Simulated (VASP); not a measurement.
Wanted: the native input for a VASP 6.6.1 run.

- Task: single point
- Functional: PBE
- Potentials or basis: VASP PAW PBE potentials, release 64 (Ga_d, As)
- Cutoff: 520 eV
- k mesh: 8 × 8 × 8
- Occupations: fermi-dirac, width 0.02 eV
- Spin: non-collinear spin, zero start, spin-orbit coupling
- Starting moments: [[0.0, 0.0, 0.0], [0.0, 0.0, 0.0]] μB
- Dipole correction: no
- Further INCAR settings: ALGO = Normal; EDIFF = 1e-06; NBANDS = 30

The structure of GaAs lies in POSCAR:

```
GaAs
1.0
    0.0000000000      2.8330850794      2.8330850794
    2.8330850794      0.0000000000      2.8330850794
    2.8330850794      2.8330850794      0.0000000000
Ga As
1 1
Direct
    0.0000000000      0.0000000000      0.0000000000
    0.2500000000      0.2500000000      0.2500000000
```

The input as run:

INCAR

```
SYSTEM = GaAs
ALGO     = Normal         ! electronic algorithm
EDIFF    = 1E-6           ! SCF threshold, eV
ENCUT    = 520            ! plane-wave cutoff, eV
GGA      = PE             ! functional
GGA_COMPAT= .FALSE.      
ISIF     = 2              ! what is computed and relaxed
ISMEAR   = -1             ! smearing method
LASPH    = .TRUE.         ! aspherical terms in the spheres
LCHARG   = .FALSE.        ! write CHGCAR
LNONCOLLINEAR= .TRUE.         ! non-collinear magnetism
LORBIT   = 11             ! projections on sites
LORBMOM  = .TRUE.       
LREAL    = .FALSE.        ! projectors in reciprocal space
LSORBIT  = .TRUE.         ! spin-orbit coupling
LWAVE    = .FALSE.        ! write WAVECAR
MAGMOM   = 0 0 0 0 0 0    ! initial moments
NBANDS   = 30             ! bands
NELM     = 150            ! most SCF steps
PREC     = Accurate       ! precision mode
SIGMA    = 0.02           ! smearing width, eV
```

KPOINTS

```
k-points
0
G
  8 8 8
  0 0 0
```

Potentials or basis: VASP PAW PBE potentials, release 64 (Ga_d, As).

Run with:

```console
$ cat potpaw_PBE.64/Ga_d/POTCAR potpaw_PBE.64/As/POTCAR > POTCAR
$ mpirun -np 1 vasp_ncl > vasp.out
```

Results of the run:

- Pressure: 2.9 GPa
- Net moment: 0.00 μB per cell
- Valence electrons inside the program's atomic spheres: Ga 11.67; As 2.84

It took 2.3 min on 1 thread of Intel(R) Xeon(R) Platinum 8259CL CPU @ 2.50GHz (Skylake/Cascade Lake) (shared host), peak memory 0.32 GiB.
